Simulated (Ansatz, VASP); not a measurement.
Be16H in VASP and in Ansatz

```
CELL_PARAMETERS angstrom
-2.29000 -3.96640 0.00000
3.43500 -1.98320 0.00000
0.00000 0.00000 7.17686
ATOMIC_POSITIONS crystal
Be 0.75131 0.49972 0.99856
Be 0.50078 0.33226 0.24527
Be 0.77274 0.51367 0.49958
Be 0.50093 0.33276 0.75493
Be 0.50083 0.99700 0.99789
Be 0.24922 0.83327 0.24656
Be 0.50085 0.96628 0.49869
Be 0.25085 0.83352 0.74775
Be 0.25027 0.49984 0.99855
Be 0.00076 0.33418 0.24602
Be 0.22882 0.51360 0.49959
Be 0.00087 0.33386 0.74934
Be 0.00081 0.00078 0.99714
Be 0.75238 0.83332 0.24656
Be 0.00082 0.01160 0.49712
Be 0.75104 0.83347 0.74774
H 0.50079 0.33081 0.47182
```

Alike in both runs: functional PBE; k mesh 4 × 4 × 3; occupations fermi-dirac, width 0.15 eV; no spin polarisation.

Ansatz relaxed the structure, and its values are those at the end. VASP's run is a single point on that final structure, the one shown.

|  | VASP | Ansatz |
| --- | --- | --- |
| version | VASP 6.6.1 | Ansatz 0.2.0 |
| potentials or method | VASP PAW PBE potentials, release 64 (Be, H), cutoff 520 eV | scalar-relativistic, plane waves, PAW |
| valence electrons in the cell | 33 | 33 |

```tsv
	VASP	Ansatz	Ansatz less VASP
rms of the force components (eV/Å)	0.003	0.003	0.0000
```

The functional is the same, so the differences come from potentials, cutoffs and numerics.

The k mesh is coarse, so the values compare programs but aren't converged.
